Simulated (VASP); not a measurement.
Input of a VASP 6.6.1 run:

Contents of INCAR:

```
SYSTEM = Ru
PREC = Accurate
ENCUT = 520
EDIFF = 1E-7
ISMEAR = 0
SIGMA = 0.05
LREAL = .False.
LASPH = .True.
NELM = 100
ALGO = Normal
ISIF = 2
LWAVE = .False.
LCHARG = .True.
GGA = PE
LELF = .True.
LVHAR = .True.
NBANDS = 13
```

The input KPOINTS:

```
regular mesh
0
Gamma
  20 20 20
  0 0 0
```

POSCAR

```
Ru
1.0
   -1.5539235113      1.5539235113      1.5539235113
    1.5539235113     -1.5539235113      1.5539235113
    1.5539235113      1.5539235113     -1.5539235113
Ru
1
Direct
    0.0000000000      0.0000000000      0.0000000000
```

Potentials or basis: VASP PAW PBE potentials, release 64 (Ru_pv).

Run with:

```bash
$ cat potpaw_PBE.64/Ru_pv/POTCAR > POTCAR
$ mpirun -np 1 vasp_std > vasp.out
```

(1) What does it give for the band gap on the k mesh?

(2) Estimate the pressure.

Answers

(1) zero (bands 7 and 8 overlap by 3.14 eV).

(2) -13.2 GPa.

Caveat: the cell stands under tension.
